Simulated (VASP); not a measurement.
Wanted: the native input for a VASP 6.6.1 run.

| Quantity | Value |
| --- | --- |
| Task | single point |
| Functional | PBEsol |
| Potentials or basis | VASP PAW PBE potentials, release 64 (Mg, O) |
| Cutoff | 520 eV |
| k mesh | 8 × 5 × 1 |
| Occupations | gaussian, width 0.1 eV |
| Spin | no spin polarisation |
| Dipole correction | yes |
| Further INCAR settings | ALGO = Normal; EDIFF = 1e-06; NBANDS = 15 |

The structure of Mg4O lies in POSCAR:

```
Mg4O
1.0
    3.1881999939      0.0000000000      0.0000000000
    0.0000000000      5.1084658709      0.0000000000
    0.0000000000      0.0000000000     19.1358427726
Mg O
4 1
Direct
    0.0000000000      0.7500000000      0.2090318178
    0.5000000000      0.2500000000      0.2571276385
    0.5000000000      0.7500000000      0.3576109084
    0.0000000000      0.2500000000      0.3990335238
    0.5000000000      0.2500000000      0.4388721228
```

One way to write it, as run:

INCAR

```
SYSTEM = Mg4O
PREC     = Accurate       ! precision mode
ENCUT    = 520            ! plane-wave cutoff, eV
EDIFF    = 1E-6           ! SCF threshold, eV
ISMEAR   = 0              ! smearing method
SIGMA    = 0.1            ! smearing width, eV
LREAL    = .FALSE.        ! projectors in reciprocal space
LASPH    = .TRUE.         ! aspherical terms in the spheres
NELM     = 100            ! most SCF steps
ALGO     = Normal         ! electronic algorithm
ISIF     = 2              ! what is computed and relaxed
LWAVE    = .FALSE.        ! write WAVECAR
LCHARG   = .FALSE.        ! write CHGCAR
LDIPOL   = .TRUE.       
IDIPOL   = 3            
DIPOL    = 0.5 0.5 0.332
GGA      = PS             ! functional
NBANDS   = 15             ! bands
```

KPOINTS

```
Automatic mesh
0
G
  8 5 1
  0 0 0
```

Potentials or basis: VASP PAW PBE potentials, release 64 (Mg, O).

Command:

```bash
$ cat potpaw_PBE.64/Mg/POTCAR potpaw_PBE.64/O/POTCAR > POTCAR
$ mpirun -np 1 vasp_std > vasp.out
```

Results of the run:

* Largest force: 0.326 eV/Å
* Band gap on the k mesh: zero (bands 7 and 8 overlap by 0.76 eV)

Caveat: the PAW data sets were made with another functional, which shifts forces and pressure a little.

Run time: 64 s on 1 thread of Intel(R) Xeon(R) 6975P-C (Granite Rapids) (shared host), peak memory 0.36 GiB.
